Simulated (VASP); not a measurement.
## MgS: single point with r2SCAN

MgS:

```
Mg S
1.0
     0.00000    2.60152    2.60152
     2.60152    0.00000    2.60152
     2.60152    2.60152    0.00000
Mg S
1 1
Direct
  0.00000 0.00000 0.00000
  0.50000 0.50000 0.50000
```

* Program: VASP 6.6.1
* Task: single point
* Functional: r2SCAN
* Potentials or basis: VASP PAW PBE potentials, release 64 (Mg, S)
* Cutoff: 660 eV
* k mesh: 6 × 6 × 6
* Occupations: methfessel-paxton, width 0.05 eV
* Spin: no spin polarisation

```
Pressure               : -0.4 GPa
Band gap on the k mesh : 3.43 eV (least direct gap 4.62 eV)
```

Levels at points of the mesh, in eV from the valence-band top:
```
           k point  band 1  band 2  band 3  band 4  band 5  band 6  band 7  band 8  band 9
(0.00, 0.00, 0.00)  -13.18    0.00    0.00    0.00    4.61    8.53    8.53    8.53   10.94
(0.50, 0.00, 0.00)  -11.85   -4.88   -0.62   -0.62    5.22    7.50    7.50   11.23   13.23
(0.50, 0.50, 0.00)  -11.47   -4.27   -1.73   -1.73    3.43    4.92   13.14   13.48   14.54
```

Run time: 32 s on 1 thread of Intel(R) Xeon(R) Platinum 8259CL CPU @ 2.50GHz (Skylake/Cascade Lake), on a shared host, peak memory 0.19 GiB.

Caveat: the PAW data sets were made with another functional, which shifts forces and pressure a little. A k mesh can miss the band edges.
